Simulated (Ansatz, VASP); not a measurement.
Two plane-wave programs on Pt

```
Pt
1.0
     2.75260    0.00000    0.00000
    -1.37630    2.38382    0.00000
     0.00000    0.00000    9.33057
Pt
4
Direct
  0.00000 0.00000 0.00000
  0.00000 0.00000 0.50000
  0.33333 0.66667 0.75000
  0.66667 0.33333 0.25000
```

Alike in both runs: task relaxation of cell and atoms; functional r2SCAN; k mesh 9 × 9 × 2; occupations gaussian, width 0.1 eV; no spin polarisation.

|  | VASP | Ansatz |
| --- | --- | --- |
| version | VASP 6.6.1 | Ansatz 0.2.0 |
| potentials or method | VASP PAW PBE potentials, release 64 (Pt), cutoff 600 eV | scalar-relativistic, plane waves, PAW |
| valence electrons in the cell | 40 | 72 |

Ansatz gave:

| Property | Result |
| --- | --- |
| gap on the k mesh at the Fermi level, each at its own relaxed structure (eV) | none |
| relaxed volume (Å³/atom) | 15.35 |
| relaxed cell length with the largest relative difference (Å) | 2.757 |

**Question.** Estimate VASP's values.

**Answer.** gap on the k mesh at the Fermi level, each at its own relaxed structure (eV): none; relaxed volume (Å³/atom): 15.39; relaxed cell length with the largest relative difference (Å): 2.761.

VASP's potentials were made for PBE, not for r2SCAN. A gap of «none» marks a metal or a gap that the smearing closes. VASP's potentials hold 40 valence electrons a cell and Ansatz's 72, so a difference there can come from the potentials and not from the codes.

Spin-orbit coupling is off throughout. Noted on VASP's run: too few bands were computed for a metal, which touches its energy and stress.
